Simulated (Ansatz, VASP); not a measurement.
## Co in VASP and in Ansatz

Contents of INCAR:

```
SYSTEM = Co
PREC     = Accurate       ! precision mode
ENCUT    = 520            ! plane-wave cutoff, eV
EDIFF    = 1E-6           ! SCF threshold, eV
ISMEAR   = -1             ! smearing method
SIGMA    = 0.05           ! smearing width, eV
LREAL    = .False.        ! projectors in reciprocal space
LASPH    = .True.         ! aspherical terms in the spheres
NELM     = 150            ! most SCF steps
ALGO     = Normal         ! electronic algorithm
ISIF     = 2              ! what is computed and relaxed
LWAVE    = .False.        ! write WAVECAR
LCHARG   = .True.         ! write CHGCAR
ISPIN    = 2              ! spin polarisation
MAGMOM   = 1.714          ! initial moments
LORBIT   = 11             ! projections on sites
LMAXMIX  = 4              ! l up to which the mixer works
GGA      = B5             ! functional
ALDAX    = 1.0          
AGGAX    = 1.0          
AGGAC    = 1.0          
ALDAC    = 0.0          
LELF     = .True.         ! ELF
LVHAR    = .True.       
NBANDS   = 14             ! bands
```

The input KPOINTS:

```
regular mesh
0
Gamma
  17 17 17
  0 0 0
```

File POSCAR:

```
Co
1.0
    0.0000000000      1.7377978337      1.7377978337
    1.7377978337      0.0000000000      1.7377978337
    1.7377978337      1.7377978337      0.0000000000
Co
1
Direct
    0.0000000000      0.0000000000      0.0000000000
```

Input for Ansatz:

```yaml
crystal:
  lattice:
    - [0.0, 1.7377978337, 1.7377978337]
    - [1.7377978337, 0.0, 1.7377978337]
    - [1.7377978337, 1.7377978337, 0.0]
  atoms:
    - { symbol: Co, position: [0.0, 0.0, 0.0], spin: 1.714 }
hamiltonian:
  xc: blyp
  pseudopotentials:
    kind: paw
    azcp:
      Co: "pseudopotentials/Co.paw.azcp"
basis:
  ecutwfc: 420
  fft_grid_basis: typed
kpoints:
  mp_grid: { grid: [17, 17, 17], shift: [0, 0, 0] }
magnetization:
  spin_polarized: true
scf:
  occupations: { method: fermi_dirac, width: 0.05 }
  lower_state_search: "off"
output:
  stress: true
  write_density: true
  write_potential: true
  elf: true
  volumetric_format: npy
```

Alike in both runs: task single point; functional BLYP; k mesh 17 × 17 × 17; occupations fermi-dirac, width 0.05 eV; collinear spin.

```csv
,VASP,Ansatz
version,VASP 6.6.1,Ansatz 0.2.0
potentials or method,"VASP PAW PBE potentials, release 64 (Co), cutoff 520 eV","plane waves (420 eV) with PAW, scalar-relativistic"
valence electrons in the cell,9,17
```

|  | VASP | Ansatz | Ansatz less VASP |
| --- | --- | --- | --- |
| pressure (GPa) | 18.4 | 19.1 | +0.69 |
| net moment per atom (μB) | 1.59 | 1.61 | +0.018 |
| size of the moment on the site where the two differ most (μB) | 1.60 | 1.67 | +0.067 |

VASP's potentials were made for PBE, not for BLYP. Site moments also hang on the region over which each program counts them. VASP's potentials hold 9 valence electrons a cell and Ansatz's 17, so a difference there can come from the potentials and not from the codes.
